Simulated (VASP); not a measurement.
Input of a VASP 6.6.1 run:

INCAR

```
  PREC = Accurate
  ENCUT = 520
  EDIFF = 1E-7
  ISMEAR = 0
  SIGMA = 0.05
  LREAL = False
  LASPH = True
  NELM = 100
  ALGO = Normal
  ISIF = 2
  LWAVE = False
  LCHARG = True
  GGA = CA
  LELF = True
  LVHAR = True
  NBANDS = 22
```

File KPOINTS:

```
regular mesh
0
Gamma
  9 9 9
```

File POSCAR:

```
Na2BrCl
1.0
    2.0449161063      1.1806328644      6.1469757516
   -2.0449161063      1.1806328644      6.1469757516
    0.0000000000     -2.3612657288      6.1469757516
Na Br Cl
2 1 1
Direct
    0.2545086910      0.2545086910      0.2545086910
    0.7454913090      0.7454913090      0.7454913090
    0.5000000000      0.5000000000      0.5000000000
    0.0000000000      0.0000000000      0.0000000000
```

Potentials or basis: VASP PAW LDA potentials, release 64 (Na_pv, Br, Cl).

Command:

```console
$ cat potpaw_LDA.64/Na_pv/POTCAR potpaw_LDA.64/Br/POTCAR potpaw_LDA.64/Cl/POTCAR > POTCAR
$ mpirun -np 1 vasp_std > vasp.out
```

**Question.** Predict the pressure.

**Answer.** 0.0 GPa.

**Question.** Predict the largest force.

**Answer.** 0.016 eV/Å.

**Question.** Predict the band gap on the k mesh.

**Answer.** 4.29 eV, direct.

Stress tensor (GPa, compression positive):
```
-0.57  0.00  0.00
 0.00 -0.57  0.00
 0.00  0.00  1.08
```

 A k mesh can miss the band edges.
